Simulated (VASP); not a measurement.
A run of VASP 6.6.1 is set up as follows.

INCAR

```
PREC = Accurate
ENCUT = 520
EDIFF = 1E-8
ISMEAR = 0
SIGMA = 0.01
LREAL = False
LASPH = True
NELM = 60
ALGO = Normal
ISIF = 2
LWAVE = False
LCHARG = False
GGA = PS
IBRION = 8
NSW = 1
LEPSILON = True
```

KPOINTS

```
regular mesh
0
Gamma
  6 6 6
```

Contents of POSCAR:

```
KI
1.0
    0.0000000000      3.9195463340      3.9195463340
    3.9195463340      0.0000000000      3.9195463340
    3.9195463340      3.9195463340      0.0000000000
K I
1 1
Direct
    0.0000000000      0.0000000000      0.0000000000
    0.2500000000      0.2500000000      0.2500000000
```

Potentials or basis: VASP PAW PBE potentials, release 64 (K_sv, I).

Launch:

```bash
$ cat potpaw_PBE.64/K_sv/POTCAR potpaw_PBE.64/I/POTCAR > POTCAR
$ mpirun -np 1 vasp_std > vasp.out
```

Predict the electronic dielectric tensor (diagonal).

2.26.

Estimate the Born charges (mean of the diagonal).

K +1.03; I -1.03 e.

Predict the highest phonon frequency at Γ, LO-TO splitting left out.

105 cm⁻¹.

Born effective charge tensors (e):
atom 1, K
```
1.03 0.00 0.00
0.00 1.03 0.00
0.00 0.00 1.03
```
atom 2, I
```
-1.03  0.00  0.00
 0.00 -1.03  0.00
 0.00  0.00 -1.03
```
